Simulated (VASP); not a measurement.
# SnSe2 (P-3m1) in VASP: a series of runs

Runs on SnSe2. Level: PBE+D3(BJ). Tasks: single point.

All numbers are computed with VASP 6.6.1; they aren't measurements. Logs are shortened: lines on timing, memory, paths and dates and some standing lists are left out, and cuts for length are marked.

## Step 1: The cell of the first run

The structure is trigonal, space group P-3m1 (No. 164). The conventional cell has a = 3.481 Å, b = 3.481 Å, c = 6.535 Å, α = 90.00°, β = 90.00°, γ = 120.00°. Within 3.5 Å of Sn (site symmetry -3m) lie 6 Se at 2.65 Å and 6 Sn at 3.48 Å. Se (site symmetry 3m) has 3 Sn at 2.65 Å and 6 Se at 3.48 Å within 3.5 Å.

## Step 2: Single point, PBE+D3(BJ) (22.85 Å³/atom)

INCAR reads:

```
  PREC = Accurate
  ENCUT = 500
  EDIFF = 1E-6
  ISMEAR = 0
  SIGMA = 0.03
  LREAL = F
  LASPH = T
  NELM = 120
  ALGO = Normal
  ISIF = 2
  LWAVE = F
  LCHARG = F
  GGA = PE
  IVDW = 12
  NBANDS = 20
  GGA_COMPAT = F
```

KPOINTS reads:

```
regular mesh
0
Gamma
  12 12 6
```

POSCAR reads:

```
SnSe2
1.0
    3.4806899892      0.0000000000      0.0000000000
   -1.7403449946      3.0143659534      0.0000000000
    0.0000000000      0.0000000000      6.5346473858
Sn Se
1 2
Direct
    0.0000000000      0.0000000000      0.0000000000
    0.3333333333      0.6666666667      0.2651331237
    0.6666666667      0.3333333333      0.7348668763
```

Potentials or basis: VASP PAW PBE potentials, release 64 (Sn_d, Se).

On the command line:

```console
$ cat potpaw_PBE.64/Sn_d/POTCAR potpaw_PBE.64/Se/POTCAR > POTCAR
$ mpirun -np 1 vasp_std > vasp.out
```

OUTCAR:

```text
PREC = Accurate
   ENCUT = 500
   EDIFF = 1E-6
   ISMEAR = 0
   LREAL = F
   LASPH = T
   NELM = 120
   ISIF = 2
   GGA = PE
   IVDW = 12
 IVDW          = 12

 ion  position               nearest neighbor table
   1  0.000  0.000  0.000-   2 2.65   3 2.65   3 2.65   2 2.65   3 2.65   2 2.65
   2  0.333  0.667  0.265-   1 2.65   1 2.65   1 2.65
   3  0.667  0.333  0.735-   1 2.65   1 2.65   1 2.65

  LATTYP: Found a hexagonal cell.
 ALAT       =     3.4806899892
 C/A-ratio  =     1.8774000000

  Lattice vectors:

 A1 = (   3.4806899892,   0.0000000000,   0.0000000000)
 A2 = (  -1.7403449946,   3.0143659534,   0.0000000000)
 A3 = (   0.0000000000,   0.0000000000,   6.5346473858)

Analysis of symmetry for initial positions (statically):
=====================================================================
 Subroutine PRICEL returns:
 Original cell was already a primitive cell.

 Routine SETGRP: Setting up the symmetry group for a
 hexagonal supercell.

 Subroutine GETGRP returns: Found 12 space group operations
 (whereof 12 operations were pure point group operations)
 out of a pool of 24 trial point group operations.

The static configuration has the point symmetry D_3d.

Analysis of symmetry for dynamics (positions and initial velocities):
=====================================================================
 Subroutine PRICEL returns:
 Original cell was already a primitive cell.

 Routine SETGRP: Setting up the symmetry group for a
 hexagonal supercell.

 Subroutine GETGRP returns: Found 12 space group operations
 (whereof 12 operations were pure point group operations)
 out of a pool of 24 trial point group operations.

The dynamic configuration has the point symmetry D_3d.

 Subroutine INISYM returns: Found 12 space group operations
 (whereof 12 operations are pure point group operations),
 and found     1 'primitive' translations

----------------------------------------------------------------------------------------

                                     Primitive cell

  volume of cell :      68.5620

  direct lattice vectors                    reciprocal lattice vectors
     3.480689989  0.000000000  0.000000000     0.287299358  0.165872362  0.000000000
    -1.740344995  3.014365953  0.000000000     0.000000000  0.331744724  0.000000000
     0.000000000  0.000000000  6.534647386     0.000000000  0.000000000  0.153030445

  length of vectors
     3.480689989  3.480689989  6.534647386     0.331744724  0.331744724  0.153030445

  position of ions in fractional coordinates (direct lattice)
     0.000000000  0.000000000  0.000000000
     0.333333333  0.666666667  0.265133124
     0.666666667  0.333333333  0.734866876

  ion indices of the primitive-cell ions
   primitive index   ion index
                 1           1
                 2           2
                 3           3

----------------------------------------------------------------------------------------

 KPOINTS: regular mesh

Automatic generation of k-mesh.
 Grid dimensions read from file:
 generate k-points for:   12   12    6

 Generating k-lattice:

  Cartesian coordinates                     Fractional coordinates (reciprocal lattice)
     0.023941613  0.013822697  0.000000000     0.083333333  0.000000000  0.000000000
     0.000000000  0.027645394  0.000000000     0.000000000  0.083333333  0.000000000
     0.000000000  0.000000000  0.025505074     0.000000000  0.000000000  0.166666667

  Length of vectors
     0.027645394  0.027645394  0.025505074

  Shift w.r.t. Gamma in fractional coordinates (k-lattice)
     0.000000000  0.000000000  0.000000000

 Subroutine IBZKPT returns following result:
 ===========================================

 Found    100 irreducible k-points:

 Following reciprocal coordinates:
            Coordinates               Weight
  0.000000  0.000000  0.000000      1.000000
  0.083333  0.000000  0.000000      6.000000
  0.166667  0.000000  0.000000      6.000000
  0.250000  0.000000  0.000000      6.000000
  0.333333  0.000000  0.000000      6.000000
  0.416667  0.000000  0.000000      6.000000
[... 16 lines left out ...]
  0.166667  0.000000  0.166667      6.000000
  0.000000  0.166667  0.166667      6.000000
 [... further k-points ...]
   k-points           NKPTS =    100   k-points in BZ     NKDIM =    100   number of bands    NBANDS=     20
   number of dos      NEDOS =    301   number of ions     NIONS =      3
   total plane-waves  NPLWV =  37632
   dimension x,y,z NGX =    28 NGY =   28 NGZ =   48
   dimension x,y,z NGXF=    56 NGYF=   56 NGZF=   96
   ions per type =               1   2
   NGX,Y,Z   is equivalent  to a cutoff of  13.37, 13.37, 12.21 a.u.
   NGXF,Y,Z  is equivalent  to a cutoff of  26.75, 26.75, 24.42 a.u.
 SYSTEM =  unknown system
   PREC   = accura    normal or accurate (medium, high low for compatibility)
   ISTART =      0    job   : 0-new  1-cont  2-samecut
   ICHARG =      2    charge: 1-file 2-atom 10-const
   ISPIN  =      1    spin polarized calculation?
   LNONCOLLINEAR =      F non collinear calculations
   LSORBIT =      F    spin-orbit coupling
   LASPH  =      T    aspherical Exc in radial PAW
   ENCUT  =  500.0 eV  36.75 Ry    6.06 a.u.   6.35  6.35 11.91*2*pi/ulx,y,z
   NELM   =    120;   NELMIN=  2; NELMDL= -5     # of ELM steps
   EDIFF  = 0.1E-05   stopping-criterion for ELM
   LREAL  =      F    real-space projection
   EDIFFG = 0.1E-04   stopping-criterion for IOM
   NSW    =      0    number of steps for IOM
   IBRION =     -1    ionic relax: 0-MD 1-quasi-New 2-CG
   NFREE  =      0    steps in history (QN), initial steepest desc. (CG)
   ISIF   =      2    stress and relaxation
   ISYM   =      2    0-nonsym 1-usesym 2-fastsym
   POTIM  = 0.5000    time-step for ionic-motion
   TEBEG  =    0.0;   TEEND  =   0.0 temperature during run
   PSTRESS=    0.0 pullay stress
   NELECT =      26.0000    total number of electrons
   NUPDOWN=      -1.0000    fix difference up-down
   EMIN   =  10.00;   EMAX   =-10.00  energy-range for DOS
   EFERMI =   0.00;   METHOD = LEGACY
   ISMEAR =     0;   SIGMA  =   0.03  broadening in eV -4-tet -1-fermi 0-gaus
   EFERMI_NEDOS =   21; number of points for ismear=-14 and -15
   IALGO  =     38    algorithm
   IMIX   =      4    mixing-type and parameters
     AMIX     =   0.40;   BMIX     =  1.00
     AMIX_MAG =   1.60;   BMIX_MAG =  1.00
  volume/ion in A,a.u.               =      22.85       154.23
  Fermi-wavevector in a.u.,A,eV,Ry     =   1.184963  2.239255 19.104448  1.404137
  Thomas-Fermi vector in A             =   2.321166
   LORBIT       =      0    0 simple, 1 ext, 2 COOP (PROOUT), +10 PAW based schemes
   GGA     = PE    functional components
   LHFCALC =     F    Hartree Fock is set to
   AEXX    =    0.0000 exact exchange contribution
   IVDW    =    12    specifies the selected vdW correction
   LEPSILON=     F    determine dielectric tensor
   LRPA    =     F    only Hartree local field effects (RPA)
 non-spin polarized calculation
 Gauss-broadening in eV      SIGMA  =   0.03
  energy-cutoff  :      500.00
  volume of cell :       68.56
 maximum number of plane-waves:      1764
 NGX is ok and might be reduce to    28
   NGX = 13   NGY = 13   NGZ = 23

 number of electron      26.0000002 magnetization

 Free energy of the ion-electron system (eV)
  ---------------------------------------------------
  ext. energy  EPLUGINS =         0.00000000
  ---------------------------------------------------
  free energy    TOTEN  =       -11.04132363 eV

  energy without entropy =      -11.04106626  energy(sigma->0) =      -11.04119495

 E-fermi :   6.1559     XC(G=0): -10.0885

 val. band max:        6.1552712876   @ k =   0.0833   0.0000   0.0000
 cond. band min:       6.1614132450   @ k =   0.3333   0.3333   0.0000
 fundamental gap:      0.0061419573
 Fermi energy:         6.1559099308

 k-point     1 :       0.0000    0.0000    0.0000
  band No.  band energies     occupation
      1     -15.8463      2.00000
      2     -15.8463      2.00000
      3     -15.7651      2.00000
      4     -15.7279      2.00000
      5     -15.7279      2.00000
      6      -9.1487      2.00000
[... 12 lines left out ...]
     19      15.3878      0.00000
     20      15.3878      0.00000

 k-point     2 :       0.0833    0.0000    0.0000
  band No.  band energies     occupation
      1     -15.8499      2.00000
      2     -15.8388      2.00000
      3     -15.7605      2.00000
      4     -15.7344      2.00000
      5     -15.7288      2.00000
      6      -9.0569      2.00000
[... 12 lines left out ...]
     19      14.4086      0.00000
     20      15.4806      0.00000

 k-point     3 :       0.1667    0.0000    0.0000
  band No.  band energies     occupation
      1     -15.8613      2.00000
      2     -15.8188      2.00000
      3     -15.7531      2.00000
      4     -15.7451      2.00000
      5     -15.7309      2.00000
      6      -8.7863      2.00000
[... 12 lines left out ...]
     19      14.4381      0.00000
     20      15.0019      0.00000

 k-point     4 :       0.2500    0.0000    0.0000
  band No.  band energies     occupation
      1     -15.8802      2.00000
      2     -15.7932      2.00000
      3     -15.7729      2.00000
      4     -15.7318      2.00000
      5     -15.7263      2.00000
      6      -8.3545      2.00000
[... 12 lines left out ...]
     19      14.6053      0.00000
     20      15.3198      0.00000

 k-point     5 :       0.3333    0.0000    0.0000
  band No.  band energies     occupation
      1     -15.9017      2.00000
      2     -15.7912      2.00000
      3     -15.7734      2.00000
      4     -15.7266      2.00000
      5     -15.7060      2.00000
      6      -7.8052      2.00000
[... 12 lines left out ...]
     19      14.2842      0.00000
     20      16.1260      0.00000

 k-point     6 :       0.4167    0.0000    0.0000
  band No.  band energies     occupation
      1     -15.9187      2.00000
      2     -15.8033      2.00000
      3     -15.7662      2.00000
      4     -15.7153      2.00000
      5     -15.6911      2.00000
      6      -7.2421      2.00000
[... 12 lines left out ...]
     19      14.3636      0.00000
     20      15.6350      0.00000

 k-point     7 :       0.5000    0.0000    0.0000
  band No.  band energies     occupation
      1     -15.9251      2.00000
      2     -15.8075      2.00000
      3     -15.7651      2.00000
      4     -15.7097      2.00000
      5     -15.6856      2.00000
      6      -6.9397      2.00000
[... 12 lines left out ...]
     19      14.7716      0.00000
     20      14.9817      0.00000
[... 277 lines left out ...]
 k-point    20 :       0.0000    0.0000    0.1667
  band No.  band energies     occupation
      1     -15.8463      2.00000
      2     -15.8463      2.00000
      3     -15.7651      2.00000
      4     -15.7279      2.00000
      5     -15.7279      2.00000
      6      -9.1086      2.00000
[... 12 lines left out ...]
     19      15.2430      0.00000
     20      15.2430      0.00000

 k-point    21 :       0.0833    0.0000    0.1667
  band No.  band energies     occupation
      1     -15.8499      2.00000
      2     -15.8388      2.00000
      3     -15.7604      2.00000
      4     -15.7344      2.00000
      5     -15.7288      2.00000
      6      -9.0170      2.00000
[... 12 lines left out ...]
     19      14.1865      0.00000
     20      15.5571      0.00000

 k-point    22 :       0.0000    0.0833    0.1667
  band No.  band energies     occupation
      1     -15.8499      2.00000
      2     -15.8388      2.00000
      3     -15.7604      2.00000
      4     -15.7344      2.00000
      5     -15.7288      2.00000
      6      -9.0169      2.00000
[... 12 lines left out ...]
     19      14.3053      0.00000
     20      15.2707      0.00000

 k-point    23 :       0.1667    0.0000    0.1667
  band No.  band energies     occupation
      1     -15.8614      2.00000
      2     -15.8188      2.00000
      3     -15.7531      2.00000
      4     -15.7451      2.00000
      5     -15.7309      2.00000
      6      -8.7470      2.00000
[... 12 lines left out ...]
     19      14.6898      0.00000
     20      14.8023      0.00000

 k-point    24 :       0.0000    0.1667    0.1667
  band No.  band energies     occupation
      1     -15.8613      2.00000
      2     -15.8188      2.00000
      3     -15.7531      2.00000
      4     -15.7450      2.00000
      5     -15.7309      2.00000
      6      -8.7462      2.00000
[... 12 lines left out ...]
     19      14.3076      0.00000
     20      14.9820      0.00000

 [... further k-points ...]

------------------------ aborting loop because EDIFF is reached ----------------------------------------

 Edisp (eV)   -1.22164

 E8    (eV) :    -0.5330

  FORCE on cell =-STRESS in cart. coord.  units (eV):
  Direction    XX          YY          ZZ          XY          YZ          ZX
  --------------------------------------------------------------------------------------
  -------------------------------------------------------------------------------------
  Total       6.68974     6.68974    -0.54263     0.00000    -0.00000    -0.00000
  in kB     156.32788   156.32788   -12.68025     0.00000    -0.00000    -0.00000
  external pressure =       99.99 kB  Pullay stress =        0.00 kB

 VOLUME and BASIS-vectors are now :
 -----------------------------------------------------------------------------
  energy-cutoff  :      500.00
  volume of cell :       68.56
      direct lattice vectors                 reciprocal lattice vectors
     3.480689989  0.000000000  0.000000000     0.287299358  0.165872362  0.000000000
    -1.740344995  3.014365953  0.000000000     0.000000000  0.331744724  0.000000000
     0.000000000  0.000000000  6.534647386     0.000000000  0.000000000  0.153030445

 POSITION                                       TOTAL-FORCE (eV/Angst)
 -----------------------------------------------------------------------------------
      0.00000      0.00000      0.00000         0.000000      0.000000      0.000000
     -0.00000      2.00958      1.73255         0.000000     -0.000000     -0.060903
      1.74034      1.00479      4.80210        -0.000000      0.000000      0.060903
 -----------------------------------------------------------------------------------
    total drift:                               -0.000000      0.000000     -0.000000

  FREE ENERGIE OF THE ION-ELECTRON SYSTEM (eV)
  ---------------------------------------------------
  free  energy   TOTEN  =       -12.2629646939 eV

  energy  without entropy=      -12.2627073184  energy(sigma->0) =      -12.26283601
```

Wall time 2 min (1 thread of Intel Xeon 8259CL, shared host); peak memory 0.28 GiB.

Results:

```yaml
Free_energy: -12.2630 eV
Pressure: 10.0 GPa
Largest_force: 0.061 eV/Å
Band_gap_on_the_k_mesh: zero (bands 13 and 14 overlap by 0.45 eV)
Dispersion_energy_per_atom: -0.407 eV
```

Forces in eV/Å, atoms in the order of the input:
```
Sn   0.000  0.000  0.000
Se   0.000  0.000 -0.061
Se   0.000  0.000  0.061
```

Caveat: the cell stands under pressure; semilocal functionals underestimate gaps, so a narrow gap can read as zero; spin-orbit coupling is left out, which moves the levels of the heavy elements.

## Step 3: Single point, PBE+D3(BJ) (22.85 Å³/atom)

INCAR reads:

```
PREC = Accurate ; ENCUT = 500
EDIFF = 1E-6 ; ISMEAR = 0
SIGMA = 0.03 ; LREAL = False
LASPH = True ; NELM = 120
ALGO = Normal ; ISIF = 2
LWAVE = False ; LCHARG = False
GGA = PE ; IVDW = 12
NBANDS = 20 ; GGA_COMPAT = False
```

KPOINTS is that of step 2.

POSCAR reads:

```
SnSe2
1.0
    3.8509263048      0.0000000000      0.0000000000
   -1.9254631524      3.3350000081      0.0000000000
    0.0000000000      0.0000000000      5.3385391364
Sn Se
1 2
Direct
    0.0000000000      0.0000000000      0.0000000000
    0.3333333333      0.6666666667      0.2651331237
    0.6666666667      0.3333333333      0.7348668763
```

Potentials or basis: VASP PAW PBE potentials, release 64 (Sn_d, Se).

On the command line:

```console
$ cat potpaw_PBE.64/Sn_d/POTCAR potpaw_PBE.64/Se/POTCAR > POTCAR
$ mpirun -np 1 vasp_std > vasp.out
```

Wall time 1.8 min (1 thread of Intel Xeon 8259CL, shared host); peak memory 0.28 GiB.

The run converged. Its results:

| Item | Value |
| --- | --- |
| Free energy | -12.5565 eV |
| Pressure | 9.8 GPa |
| Largest force | 1.549 eV/Å |
| Band gap on the k mesh | zero (filled and empty bands touch) |
| Dispersion energy per atom | -0.409 eV |

Forces on the atoms (eV/Å):
```
Sn   0.000  0.000  0.000
Se   0.000  0.000  1.549
Se   0.000  0.000 -1.549
```

Stress tensor (GPa, compression positive):
```
 8.13  0.00  0.00
 0.00  8.13  0.00
 0.00  0.00 13.23
```

Levels at points of the mesh, in eV from the Fermi level:
```csv
k point,band 9,band 10,band 11,band 12,band 13,band 14,band 15,band 16,band 17,band 18
"(0.00, 0.00, 0.00)",-1.97,-1.97,-1.85,-1.85,-0.05,0.03,1.61,3.77,3.77,8.13
"(0.50, 0.00, 0.00)",-5.22,-4.27,-4.16,-2.43,-1.03,0.52,2.94,4.39,4.42,8.03
"(0.00, 0.00, 0.50)",-3.01,-2.20,-2.20,-1.41,-1.41,1.66,1.73,2.99,2.99,6.80
"(0.50, 0.00, 0.50)",-6.38,-3.81,-2.45,-2.10,-2.04,0.83,3.57,4.57,5.79,6.26
```

Caveat: the cell stands under pressure; semilocal functionals underestimate gaps, so a narrow gap can read as zero; spin-orbit coupling is left out, which moves the levels of the heavy elements; forces of over 1 eV/Å act on the atoms, so gaps and moduli don't describe the material at rest.

(Continued in part 2 of 2.)
